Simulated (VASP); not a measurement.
# RbBr (Fm-3m) in VASP: notebook

Runs on RbBr. Level: PBEsol. Tasks: relaxation of cell and atoms.

Program: VASP 6.6.1. These are calculated values, not measurements. Logs are shortened: lines on timing, memory, paths and dates and some standing lists are left out, and cuts for length are marked.

### Step 1. The cell of the first run

Symmetry: Fm-3m, No. 225, cubic system. The conventional cell has a = 6.850 Å, b = 6.850 Å, c = 6.850 Å, α = 90.00°, β = 90.00°, γ = 90.00°. Rb (site symmetry m-3m) has 6 Br at 3.42 Å within 4.5 Å. Within 4.5 Å of Br (site symmetry m-3m) lie 6 Rb at 3.42 Å.

### Step 2. Relaxation of cell and atoms, PBEsol, target pressure -2 GPa, at which the enthalpy is minimised

The input, INCAR:

```
PREC = Accurate
ENCUT = 600
EDIFF = 1E-7
ISMEAR = 0
SIGMA = 0.01
LREAL = F
LASPH = T
NELM = 60
ALGO = Normal
ISIF = 3
LWAVE = F
LCHARG = F
GGA = PS
IBRION = 2
NSW = 100
EDIFFG = -0.002
PSTRESS = -20.0
```

The input, KPOINTS:

```
Automatic mesh
0
Gamma
  6 6 6
```

The input, POSCAR:

```
RbBr
1.0
    3.4249237590      3.4249237590      0.0000000000
   -3.4249237590      3.4249237590      0.0000000000
    0.0000000000      3.4249237590      3.4249237590
Rb Br
1 1
Direct
    0.0000000000      0.0000000000      0.0000000000
    0.5000000000      0.5000000000      0.0000000000
```

Potentials or basis: VASP PAW PBE potentials, release 64 (Rb_sv, Br).

On the command line:

```bash
$ cat potpaw_PBE.64/Rb_sv/POTCAR potpaw_PBE.64/Br/POTCAR > POTCAR
$ mpirun -np 1 vasp_std > vasp.out
```

OUTCAR:

```text
PREC = Accurate
   ENCUT = 600
   EDIFF = 1E-7
   ISMEAR = 0
   LREAL = F
   LASPH = T
   NELM = 60
   ISIF = 3
   GGA = PS
   IBRION = 2
   NSW = 100
   EDIFFG = -0.002
   PSTRESS = -20.0

 ion  position               nearest neighbor table
   1  0.000  0.000  0.000-   2 3.42   2 3.42   2 3.42   2 3.42   2 3.42   2 3.42
   2  0.500  0.500  0.000-   1 3.42   1 3.42   1 3.42   1 3.42   1 3.42   1 3.42

  LATTYP: Found a face centered cubic cell.
 ALAT       =     6.8498475180

  Lattice vectors:

 A1 = (   0.0000000000,   3.4249237590,   3.4249237590)
 A2 = (   3.4249237590,   0.0000000000,   3.4249237590)
 A3 = (   3.4249237590,   3.4249237590,   0.0000000000)

Analysis of symmetry for initial positions (statically):
=====================================================================
 Subroutine PRICEL returns:
 Original cell was already a primitive cell.

 Routine SETGRP: Setting up the symmetry group for a
 face centered cubic supercell.

 Subroutine GETGRP returns: Found 48 space group operations
 (whereof 48 operations were pure point group operations)
 out of a pool of 48 trial point group operations.

The static configuration has the point symmetry O_h .

Analysis of symmetry for dynamics (positions and initial velocities):
=====================================================================
 Subroutine PRICEL returns:
 Original cell was already a primitive cell.

 Routine SETGRP: Setting up the symmetry group for a
 face centered cubic supercell.

 Subroutine GETGRP returns: Found 48 space group operations
 (whereof 48 operations were pure point group operations)
 out of a pool of 48 trial point group operations.

The dynamic configuration has the point symmetry O_h .

 Subroutine INISYM returns: Found 48 space group operations
 (whereof 48 operations are pure point group operations),
 and found     1 'primitive' translations

----------------------------------------------------------------------------------------

                                     Primitive cell

  volume of cell :      80.3494

  direct lattice vectors                    reciprocal lattice vectors
     3.424923759  3.424923759  0.000000000     0.145988651  0.145988651 -0.145988651
    -3.424923759  3.424923759  0.000000000    -0.145988651  0.145988651 -0.145988651
     0.000000000  3.424923759  3.424923759     0.000000000  0.000000000  0.291977302

  length of vectors
     4.843573630  4.843573630  4.843573630     0.252859761  0.252859761  0.291977302

  position of ions in fractional coordinates (direct lattice)
     0.000000000  0.000000000  0.000000000
     0.500000000  0.500000000  0.000000000

  ion indices of the primitive-cell ions
   primitive index   ion index
                 1           1
                 2           2

----------------------------------------------------------------------------------------

 KPOINTS: Automatic mesh

Automatic generation of k-mesh.
 Grid dimensions read from file:
 generate k-points for:    6    6    6

 Generating k-lattice:

  Cartesian coordinates                     Fractional coordinates (reciprocal lattice)
     0.024331442  0.024331442 -0.024331442     0.166666667  0.000000000  0.000000000
    -0.024331442  0.024331442 -0.024331442     0.000000000  0.166666667  0.000000000
     0.000000000  0.000000000  0.048662884     0.000000000  0.000000000  0.166666667

  Length of vectors
     0.042143294  0.042143294  0.048662884

  Shift w.r.t. Gamma in fractional coordinates (k-lattice)
     0.000000000  0.000000000  0.000000000

 Subroutine IBZKPT returns following result:
 ===========================================

 Found     16 irreducible k-points:

 Following reciprocal coordinates:
            Coordinates               Weight
  0.000000  0.000000  0.000000      1.000000
  0.166667  0.000000  0.000000      8.000000
  0.333333  0.000000  0.000000      8.000000
  0.500000  0.000000  0.000000      4.000000
  0.166667  0.166667  0.000000     12.000000
  0.333333  0.166667  0.000000     24.000000
[... 8 lines left out ...]
  0.500000  0.333333  0.166667     24.000000
  0.500000  0.500000  0.166667     12.000000
   k-points           NKPTS =     16   k-points in BZ     NKDIM =     16   number of bands    NBANDS=     12
   number of dos      NEDOS =    301   number of ions     NIONS =      2
   total plane-waves  NPLWV =  64000
   dimension x,y,z NGX =    40 NGY =   40 NGZ =   40
   dimension x,y,z NGXF=    80 NGYF=   80 NGZF=   80
   ions per type =               1   1
   NGX,Y,Z   is equivalent  to a cutoff of  13.73, 13.73, 13.73 a.u.
   NGXF,Y,Z  is equivalent  to a cutoff of  27.46, 27.46, 27.46 a.u.
 SYSTEM =  unknown system
   PREC   = accura    normal or accurate (medium, high low for compatibility)
   ISTART =      0    job   : 0-new  1-cont  2-samecut
   ICHARG =      2    charge: 1-file 2-atom 10-const
   ISPIN  =      1    spin polarized calculation?
   LNONCOLLINEAR =      F non collinear calculations
   LSORBIT =      F    spin-orbit coupling
   LASPH  =      T    aspherical Exc in radial PAW
   ENCUT  =  600.0 eV  44.10 Ry    6.64 a.u.   9.67  9.67  9.67*2*pi/ulx,y,z
   NELM   =     60;   NELMIN=  2; NELMDL= -5     # of ELM steps
   EDIFF  = 0.1E-06   stopping-criterion for ELM
   LREAL  =      F    real-space projection
   EDIFFG = -.2E-02   stopping-criterion for IOM
   NSW    =    100    number of steps for IOM
   IBRION =      2    ionic relax: 0-MD 1-quasi-New 2-CG
   NFREE  =      1    steps in history (QN), initial steepest desc. (CG)
   ISIF   =      3    stress and relaxation
   ISYM   =      2    0-nonsym 1-usesym 2-fastsym
   POTIM  = 0.5000    time-step for ionic-motion
   TEBEG  =    0.0;   TEEND  =   0.0 temperature during run
   PSTRESS=  -20.0 pullay stress
   NELECT =      16.0000    total number of electrons
   NUPDOWN=      -1.0000    fix difference up-down
   EMIN   =  10.00;   EMAX   =-10.00  energy-range for DOS
   EFERMI =   0.00;   METHOD = LEGACY
   ISMEAR =     0;   SIGMA  =   0.01  broadening in eV -4-tet -1-fermi 0-gaus
   EFERMI_NEDOS =   21; number of points for ismear=-14 and -15
   IALGO  =     38    algorithm
   IMIX   =      4    mixing-type and parameters
     AMIX     =   0.40;   BMIX     =  1.00
     AMIX_MAG =   1.60;   BMIX_MAG =  1.00
  volume/ion in A,a.u.               =      40.17       271.11
  Fermi-wavevector in a.u.,A,eV,Ry     =   0.955991  1.806562 12.434627  0.913919
  Thomas-Fermi vector in A             =   2.084879
   LORBIT       =      0    0 simple, 1 ext, 2 COOP (PROOUT), +10 PAW based schemes
   GGA     = PS    functional components
   LHFCALC =     F    Hartree Fock is set to
   AEXX    =    0.0000 exact exchange contribution
   IVDW    =     0    specifies the selected vdW correction
   LEPSILON=     F    determine dielectric tensor
   LRPA    =     F    only Hartree local field effects (RPA)
 conjugate gradient relaxation of ions
 non-spin polarized calculation
 Gauss-broadening in eV      SIGMA  =   0.01
  energy-cutoff  :      600.00
  volume of cell :       80.35
 maximum number of plane-waves:      2733
   NGX = 19   NGY = 19   NGZ = 19

--------------------------------------- Ionic step        1  -------------------------------------------

 number of electron      16.0000001 magnetization

 Free energy of the ion-electron system (eV)
  ---------------------------------------------------
  ext. energy  EPLUGINS =         0.00000000
  ---------------------------------------------------
  free energy    TOTEN  =        -6.35542618 eV

  energy without entropy =       -6.35542618  energy(sigma->0) =       -6.35542618

------------------------ aborting loop because EDIFF is reached ----------------------------------------

  FORCE on cell =-STRESS in cart. coord.  units (eV):
  Direction    XX          YY          ZZ          XY          YZ          ZX
  --------------------------------------------------------------------------------------
  -------------------------------------------------------------------------------------
  Total        0.0007092      0.0007092      0.0007092      0.0000000      0.0000000     -0.0000000
  in kB        0.0141409      0.0141409      0.0141409      0.0000000      0.0000000     -0.0000000
  external PRESSURE =      20.0141409 kB  Pullay stress =     -20.0000000 kB

 VOLUME and BASIS-vectors are now :
 -----------------------------------------------------------------------------
  energy-cutoff  :      600.00
  volume of cell :       80.35
      direct lattice vectors                 reciprocal lattice vectors
     3.424923759  3.424923759  0.000000000     0.145988651  0.145988651 -0.145988651
    -3.424923759  3.424923759  0.000000000    -0.145988651  0.145988651 -0.145988651
     0.000000000  3.424923759  3.424923759     0.000000000  0.000000000  0.291977302
[... 274 lines left out ...]
  FREE ENERGIE OF THE ION-ELECTRON SYSTEM (eV)
  ---------------------------------------------------
  free  energy   TOTEN  =        -6.0795801239 eV

  energy  without entropy=       -6.0795801239  energy(sigma->0) =       -6.07958012

  enthalpy is  TOTEN    =        -7.4795418717 eV   P V=       -1.3999617478

--------------------------------------- Ionic step        9  -------------------------------------------

 number of electron      15.9999997 magnetization

 Free energy of the ion-electron system (eV)
  ---------------------------------------------------
  ext. energy  EPLUGINS =         0.00000000
  ---------------------------------------------------
  free energy    TOTEN  =        -6.06432934 eV

  energy without entropy =       -6.06432934  energy(sigma->0) =       -6.06432934

 E-fermi :  -2.6777     XC(G=0):  -6.0638

 val. band max:       -2.7942635766   @ k =   0.0000   0.0000   0.0000
 cond. band min:       0.7854015922   @ k =   0.0000   0.0000   0.0000
 fundamental gap:      3.5796651689
 Fermi energy:        -2.6776695905

 k-point     1 :       0.0000    0.0000    0.0000
  band No.  band energies     occupation
      1     -28.0132      2.00000
      2     -14.7393      2.00000
      3     -12.0719      2.00000
      4     -12.0719      2.00000
      5     -12.0719      2.00000
      6      -2.7943      2.00000
      7      -2.7943      2.00000
      8      -2.7943      2.00000
      9       0.7854      0.00000
     10       4.1873      0.00000
     11       4.1873      0.00000
     12       4.1873      0.00000

 k-point     2 :       0.1667    0.0000    0.0000
  band No.  band energies     occupation
      1     -28.0129      2.00000
      2     -14.7405      2.00000
      3     -12.0729      2.00000
      4     -12.0729      2.00000
      5     -12.0713      2.00000
      6      -2.9559      2.00000
      7      -2.8329      2.00000
      8      -2.8329      2.00000
      9       1.2284      0.00000
     10       4.0101      0.00000
     11       4.4184      0.00000
     12       4.4184      0.00000
[... 230 lines left out ...]
 POSITION                                       TOTAL-FORCE (eV/Angst)
 -----------------------------------------------------------------------------------
      0.00000      0.00000      0.00000         0.000000     -0.000000      0.000000
      0.00000      3.84144     -0.00000        -0.000000      0.000000      0.000000
 -----------------------------------------------------------------------------------
    total drift:                                0.000000     -0.000000     -0.000000

  FREE ENERGIE OF THE ION-ELECTRON SYSTEM (eV)
  ---------------------------------------------------
  free  energy   TOTEN  =        -6.0643293430 eV

  energy  without entropy=       -6.0643293430  energy(sigma->0) =       -6.06432934

  enthalpy is  TOTEN    =        -7.4795709460 eV   P V=       -1.4152416031

 reached required accuracy - stopping structural energy minimisation
```

It took 87 s on 1 thread of Intel Xeon 6975P-C (Granite Rapids), shared host; peak memory 0.25 GiB.

Results:

| Item | Value |
| --- | --- |
| Free energy | -6.0643 eV |
| Relaxed volume | 56.69 Å³/atom |
| Relaxed cell | a = 5.433 Å, b = 5.433 Å, c = 5.433 Å, α = 60.00°, β = 60.00°, γ = 90.00° |
| Space group after relaxing (to 0.05 Å) | Fm-3m (No. 225) |
| Energy change on relaxing (the enthalpy is what falls) | +145.5 meV/atom |
| Ionic steps | 9 |
| Pressure after relaxing | -2.0 GPa |
| Band gap on the k mesh | 3.58 eV, direct |

Step by step:
```tsv
step	energy change (eV)	largest force (eV/Å)	pressure (GPa)	volume (Å³)
1	0.0000	0.0000	0.00	80.35
2	0.0165	0.0000	-0.82	86.33
3	0.1039	0.0000	-1.62	97.26
4	0.3978	0.0000	-2.03	121.83
5	0.3677	0.0000	-2.03	119.45
6	0.2247	0.0000	-1.94	107.98
7	0.3176	0.0000	-2.02	115.49
8	0.2758	0.0000	-1.99	112.15
9	0.2911	0.0000	-2.00	113.37
```

Final structure:
```
Rb Br
1.0
     3.84144    3.84144    0.00000
    -3.84144    3.84144    0.00000
     0.00000    3.84144    3.84144
Rb Br
1 1
Cartesian
  0.0000 0.0000 0.0000
  0.0000 3.8414 0.0000
```

Caveat: the cell is relaxed towards a set pressure, so the enthalpy falls and the energy may rise; the volume moved by over 15 % at a fixed basis, so the end points are rough; the PAW data sets were made with another functional, which shifts forces and pressure a little.

### Step 3. Relaxation of cell and atoms, PBEsol, target pressure 2 GPa, at which the enthalpy is minimised

The input, INCAR:

```
SYSTEM = RbBr
PREC     = Accurate       ! precision mode
ENCUT    = 600            ! plane-wave cutoff, eV
EDIFF    = 1E-7           ! SCF threshold, eV
ISMEAR   = 0              ! smearing method
SIGMA    = 0.01           ! smearing width, eV
LREAL    = .FALSE.        ! projectors in reciprocal space
LASPH    = .TRUE.         ! aspherical terms in the spheres
NELM     = 80             ! most SCF steps
ALGO     = Normal         ! electronic algorithm
ISIF     = 3              ! what is computed and relaxed
LWAVE    = .FALSE.        ! write WAVECAR
LCHARG   = .FALSE.        ! write CHGCAR
GGA      = PS             ! functional
IBRION   = 2              ! ionic algorithm
NSW      = 100            ! ionic steps
EDIFFG   = -0.002         ! ionic threshold
PSTRESS  = 20.0
```

The input, KPOINTS:

```
regular mesh
0
G
  6 6 6
  0 0 0
```

POSCAR is that of step 2.

Potentials or basis: VASP PAW PBE potentials, release 64 (Rb_sv, Br).

On the command line:

```bash
$ cat potpaw_PBE.64/Rb_sv/POTCAR potpaw_PBE.64/Br/POTCAR > POTCAR
$ mpirun -np 1 vasp_std > vasp.out
```

Run time: 37 s. Hardware: 1 thread of Intel Xeon 6975P-C (Granite Rapids), shared host; peak memory 0.24 GiB.

The run converged. Its results:

| Quantity | Value |
| --- | --- |
| Free energy | -6.3090 eV |
| Relaxed volume | 36.04 Å³/atom |
| Relaxed cell | a = 4.671 Å, b = 4.671 Å, c = 4.671 Å, α = 60.00°, β = 60.00°, γ = 90.00° |
| Space group after relaxing (to 0.05 Å) | Fm-3m (No. 225) |
| Energy change on relaxing (the enthalpy is what falls) | +23.2 meV/atom |
| Ionic steps | 4 |
| Pressure after relaxing | 2.0 GPa |
| Band gap on the k mesh | 4.48 eV, direct |

The path:
```
step  energy change (eV)  largest force (eV/Å)  pressure (GPa)  volume (Å³)
   1              0.0000                0.0000            0.00        80.35
   2              0.0204                0.0000            1.24        74.66
   3              0.0444                0.0000            1.95        72.23
   4              0.0464                0.0000            2.00        72.07
```

Final structure:
```
Rb Br
1.0
     3.30302    3.30302    0.00000
    -3.30302    3.30302    0.00000
     0.00000    3.30302    3.30302
Rb Br
1 1
Direct
  0.00000 0.00000 0.00000
  0.50000 0.50000 0.00000
```

Levels at points of the mesh, in eV from the valence-band top:
| k point | band 6 | band 7 | band 8 | band 9 | band 10 | band 11 |
| --- | --- | --- | --- | --- | --- | --- |
| (0.00, 0.00, 0.00) | 0.00 | 0.00 | 0.00 | 4.48 | 7.19 | 7.19 |
| (0.50, 0.00, 0.00) | -1.23 | -0.48 | -0.48 | 6.93 | 7.97 | 9.74 |
| (0.50, 0.50, 0.00) | -0.50 | -0.16 | -0.16 | 5.33 | 7.44 | 9.34 |

Caveat: the cell is relaxed towards a set pressure, so the enthalpy falls and the energy may rise; the PAW data sets were made with another functional, which shifts forces and pressure a little.

### Step 4. Relaxation of cell and atoms, PBEsol, target pressure 4 GPa, at which the enthalpy is minimised

The input, INCAR:

```
SYSTEM = RbBr
  PREC = Accurate
  ENCUT = 600
  EDIFF = 1E-7
  ISMEAR = 0
  SIGMA = 0.01
  LREAL = .False.
  LASPH = .True.
  NELM = 100
  ALGO = Normal
  ISIF = 3
  LWAVE = .False.
  LCHARG = .False.
  GGA = PS
  IBRION = 2
  NSW = 100
  EDIFFG = -0.002
  PSTRESS = 40.0
```

The input, KPOINTS:

```
regular mesh
0
Gamma
  6 6 6
  0 0 0
```

POSCAR is that of step 3.

On the command line:

```bash
$ cat potpaw_PBE.64/Rb_sv/POTCAR potpaw_PBE.64/Br/POTCAR > POTCAR
$ mpirun -np 1 vasp_std > vasp.out
```

Wall time 43 s (1 thread of Intel Xeon 6975P-C (Granite Rapids), shared host); peak memory 0.25 GiB.

It converged, with:

| Property | Result |
| --- | --- |
| Free energy | -6.2177 eV |
| Relaxed volume | 33.54 Å³/atom |
| Relaxed cell | a = 4.561 Å, b = 4.561 Å, c = 4.561 Å, α = 60.00°, β = 60.00°, γ = 90.00° |
| Space group after relaxing (to 0.05 Å) | Fm-3m (No. 225) |
| Energy change on relaxing (the enthalpy is what falls) | +68.9 meV/atom |
| Ionic steps | 5 |
| Pressure after relaxing | 4.0 GPa |
| Band gap on the k mesh | 4.68 eV, direct |

Step by step:
```tsv
step	energy change (eV)	largest force (eV/Å)	pressure (GPa)	volume (Å³)
1	0.0000	0.0000	0.00	80.35
2	0.0905	0.0000	3.04	69.24
3	0.1346	0.0000	3.94	67.21
4	0.1408	0.0000	4.06	66.96
5	0.1377	0.0000	4.00	67.09
```

Final structure:
```
Rb Br
1.0
     3.22505    3.22505    0.00000
    -3.22505    3.22505    0.00000
     0.00000    3.22505    3.22505
Rb Br
1 1
Direct
  0.00000 0.00000 0.00000
  0.50000 0.50000 0.00000
```

Levels at points of the mesh, in eV from the valence-band top:
```tsv
k point	band 6	band 7	band 8	band 9	band 10	band 11
(0.00, 0.00, 0.00)	0.00	0.00	0.00	4.68	7.15	7.15
(0.50, 0.00, 0.00)	-1.39	-0.58	-0.58	7.09	8.18	9.93
(0.50, 0.50, 0.00)	-0.49	-0.15	-0.15	5.18	7.73	9.45
```

Caveat: the cell is relaxed towards a set pressure, so the enthalpy falls and the energy may rise; the volume moved by over 15 % at a fixed basis, so the end points are rough; the PAW data sets were made with another functional, which shifts forces and pressure a little.

(Part 1 of 2 ends here.)
